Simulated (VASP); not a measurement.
Crystal: Ti.

```xyz
2
Lattice="2.9302 0.0000 0.0000 -1.4651 2.5376 0.0000 0.0000 0.0000 4.6486" Properties=species:S:1:pos:R:3 pbc="T T T"
Ti    1.4651    0.8459    3.4864
Ti    0.0000    1.6918    1.1621
```

Base run:

- Program: VASP 6.6.1
- Functional: PBEsol
- Dispersion: D3(BJ)
- Potentials or basis: VASP PAW PBE potentials, release 64 (Ti_sv)
- Cutoff: 520 eV
- k mesh: 10 × 10 × 6
- Occupations: fermi-dirac, width 0.05 eV
- Spin: no spin polarisation

Its results: band gap on the k mesh zero (band 12 reaches 9.04 eV, above the bottom of band 13 at 8.04 eV); pressure -9.5 GPa.

The run is repeated on the same cell with these changes: dispersion from D3(BJ) to none. What comes out?

Band gap on the k mesh zero (band 12 reaches 9.04 eV, above the bottom of band 13 at 8.04 eV); pressure -3.9 GPa.

Dispersion adds attraction, which lowers the pressure at fixed volume and, as a term added to the energy, leaves the levels alone.

Caveats: the PAW data sets were made with another functional, which shifts forces and pressure a little; pairwise dispersion overbinds metals, which lowers pressure and volume (some runs).
